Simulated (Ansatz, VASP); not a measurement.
**MgO in VASP and in Ansatz**

Contents of POSCAR:

```
MgO
1.0
    0.0000000000      2.1907254362      2.1907254362
    2.1907254362      0.0000000000      2.1907254362
    2.1907254362      2.1907254362      0.0000000000
Mg O
1 1
Direct
    0.0000000000      0.0000000000      0.0000000000
    0.2500000000      0.2500000000      0.2500000000
```

Contents of INCAR.step1:

```
SYSTEM = MgO
PREC     = Accurate       ! precision mode
ENCUT    = 660            ! plane-wave cutoff, eV
ISMEAR   = 0              ! smearing method
SIGMA    = 0.01           ! smearing width, eV
LREAL    = .FALSE.        ! projectors in reciprocal space
LASPH    = .TRUE.         ! aspherical terms in the spheres
NELM     = 120            ! most SCF steps
NBANDS   = 11             ! bands
GGA      = PE             ! functional
ALGO     = Normal         ! electronic algorithm
EDIFF    = 1E-5           ! SCF threshold, eV
LWAVE    = .TRUE.         ! write WAVECAR
LCHARG   = .FALSE.        ! write CHGCAR
GGA_COMPAT= .FALSE.
```

File INCAR.step2:

```
SYSTEM = MgO
PREC     = Accurate       ! precision mode
ENCUT    = 660            ! plane-wave cutoff, eV
EDIFF    = 1E-6           ! SCF threshold, eV
ISMEAR   = 0              ! smearing method
SIGMA    = 0.01           ! smearing width, eV
LREAL    = .FALSE.        ! projectors in reciprocal space
LASPH    = .TRUE.         ! aspherical terms in the spheres
NELM     = 120            ! most SCF steps
ALGO     = Normal         ! electronic algorithm
ISIF     = 2              ! what is computed and relaxed
LWAVE    = .FALSE.        ! write WAVECAR
LCHARG   = .FALSE.        ! write CHGCAR
METAGGA  = R2SCAN         ! meta-GGA
LMIXTAU  = .TRUE.       
NBANDS   = 11             ! bands
ISTART   = 1            
GGA_COMPAT= .FALSE.
```

Contents of KPOINTS:

```
regular mesh
0
G
  10 10 10
  0 0 0
```

Input for Ansatz:

```yaml
crystal:
  lattice:
    - [0.0, 2.1907254362, 2.1907254362]
    - [2.1907254362, 0.0, 2.1907254362]
    - [2.1907254362, 2.1907254362, 0.0]
  atoms:
    - { symbol: Mg, position: [0.0, 0.0, 0.0] }
    - { symbol: O, position: [0.25, 0.25, 0.25] }
kpoints:
  mp_grid: { grid: [10, 10, 10] }
  band_path:
    path:
      - [0.0, 0.0, 0.0]
      - [-0.5, -0.5, 0.0]
      - [-0.375, -0.375, 0.25]
      - [-0.375, 0.0, 0.375]
      - [0.0, 0.0, 0.5]
      - [-0.5, -0.25, 0.25]
      - [-0.083333, 0.0, 0.078125]
    npoints: 1
hamiltonian:
  xc: r2scan
scf:
  occupations: { method: fixed }
  n_extra_bands: 4
output:
  forces: true
  stress: true
  eigenvalues: true
```

Change from the starting cell: hydrostatic strain -4.0%.

Alike in both runs: task single point; functional r2SCAN; k mesh 10 × 10 × 10; no spin polarisation.

|  | VASP | Ansatz |
| --- | --- | --- |
| version | VASP 6.6.1 | Ansatz 0.2.0 |
| potentials or method | VASP PAW PBE potentials, release 64 (Mg, O) | plane waves, PAW |
| plane-wave cutoff (eV) | 660 | 500 |
| occupations | gaussian, width 0.01 eV | fixed |
| valence electrons in the cell | 8 | 16 |

|  | VASP | Ansatz | Ansatz less VASP |
| --- | --- | --- | --- |
| gap on the k mesh at the Fermi level (eV) | 5.10 | 5.11 | +0.010 |
| pressure (GPa) | 19.2 | 19.7 | +0.46 |

VASP's potentials were made for PBE, not for r2SCAN. VASP's potentials hold 8 valence electrons a cell and Ansatz's 16, so a difference there can come from the potentials and not from the codes.
